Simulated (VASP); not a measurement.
A run of VASP 6.6.1 is set up as follows.

File INCAR:

```
PREC     = Accurate       # precision mode
ENCUT    = 520            # plane-wave cutoff, eV
EDIFF    = 1E-6           # SCF threshold, eV
ISMEAR   = 0              # smearing method
SIGMA    = 0.15           # smearing width, eV
LREAL    = F              # projectors in reciprocal space
LASPH    = T              # aspherical terms in the spheres
NELM     = 100            # most SCF steps
ALGO     = Normal         # electronic algorithm
ISIF     = 2              # what is computed and relaxed
LWAVE    = F              # write WAVECAR
LCHARG   = F              # write CHGCAR
GGA      = PS             # functional
NBANDS   = 39             # bands
```

The input KPOINTS:

```
regular mesh
0
Gamma
  8 8 14
```

The input POSCAR:

```
Ti3O4
1.0
    2.9128162286     -4.0303540220      0.0000000000
    2.9128162286      4.0303540220      0.0000000000
    0.0000000000      0.0000000000      2.9690273773
Ti O
3 4
Direct
    0.0000000000      0.0000000000      0.5000000000
    0.5000000000      0.0000000000      0.0000000000
    0.0000000000      0.5000000000      0.0000000000
    0.7627833111      0.7627833111      0.0000000000
    0.2588765548      0.7411234452      0.5000000000
    0.2372166889      0.2372166889      0.0000000000
    0.7411234452      0.2588765548      0.5000000000
```

Potentials or basis: VASP PAW PBE potentials, release 64 (Ti_sv, O).

Launch:

```console
$ cat potpaw_PBE.64/Ti_sv/POTCAR potpaw_PBE.64/O/POTCAR > POTCAR
$ mpirun -np 1 vasp_std > vasp.out
```

Task: Predict the band gap on the k mesh.

Result: Zero (bands 30 and 31 overlap by 1.10 eV).

Task: What does it give for the pressure?

Result: 0.8 GPa.

Stress tensor (GPa, compression positive):
```
0.37 0.00 0.00
0.00 0.76 0.00
0.00 0.00 1.20
```

Caveat: the PAW data sets were made with another functional, which shifts forces and pressure a little; semilocal functionals often make such compounds metallic where correlation or magnetic order opens a gap, which also shifts bond lengths.
